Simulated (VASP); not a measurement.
A run of VASP 6.6.1:

Contents of INCAR:

```
SYSTEM = TiC
PREC = Accurate ; ENCUT = 520
EDIFF = 1E-7 ; ISMEAR = 0
SIGMA = 0.1 ; LREAL = Auto
LASPH = .True. ; NELM = 100
ALGO = Normal ; ISIF = 2
LWAVE = .False. ; LCHARG = .True.
LDIPOL = .True. ; IDIPOL = 3
DIPOL = 0.5 0.5 0.500 ; GGA = PE
IVDW = 12 ; LELF = .True.
LVHAR = .True. ; LVACPOTAV = .True.
NBANDS = 114
```

File KPOINTS:

```
regular mesh
0
Gamma
  4 4 1
  0 0 0
```

Contents of POSCAR:

```
TiC
1.0
    6.0686302234      0.0000000000      0.0000000000
   -3.0343151117      5.2555879396      0.0000000000
    0.0000000000      0.0000000000     22.1937697854
C Ti
12 12
Direct
    0.1666666667      0.3333333333      0.3604615204
    0.1666666667      0.8333333333      0.3604615204
    0.6666666667      0.3333333333      0.3604615204
    0.6666666667      0.8333333333      0.3604615204
    0.5000000000      0.5000000000      0.4720923041
    0.5000000000      0.0000000000      0.4720923041
    0.0000000000      0.5000000000      0.4720923041
    0.0000000000      0.0000000000      0.4720923041
    0.8333333333      0.6666666667      0.5876857468
    0.8333333333      0.1666666667      0.5876857468
    0.3333333333      0.6666666667      0.5876857468
    0.3333333333      0.1666666667      0.5876857468
    0.3333333333      0.1666666667      0.4162769122
    0.3333333333      0.6666666667      0.4162769122
    0.8333333333      0.1666666667      0.4162769122
    0.8333333333      0.6666666667      0.4162769122
    0.6666666667      0.3333333333      0.5271036218
    0.6666666667      0.8333333333      0.5271036218
    0.1666666667      0.3333333333      0.5271036218
    0.1666666667      0.8333333333      0.5271036218
    0.0000000000      0.5000000000      0.6349812480
    0.0000000000      0.0000000000      0.6349812480
    0.5000000000      0.5000000000      0.6349812480
    0.5000000000      0.0000000000      0.6349812480
```

Potentials or basis: VASP PAW PBE potentials, release 64 (C, Ti_sv).

Run with:

```sh
$ cat potpaw_PBE.64/C/POTCAR potpaw_PBE.64/Ti_sv/POTCAR > POTCAR
$ mpirun -np 1 vasp_std > vasp.out
```

Hardware: 1 thread of AMD EPYC 7R13 Processor (Zen 3), on a shared host.

Problem. Estimate the wall time of this run.

Solution. Run time: 24 min on 1 thread of AMD EPYC 7R13 Processor (Zen 3), with other jobs on the host, peak memory 0.83 GiB. Counts: scf iterations 36, k points 4.
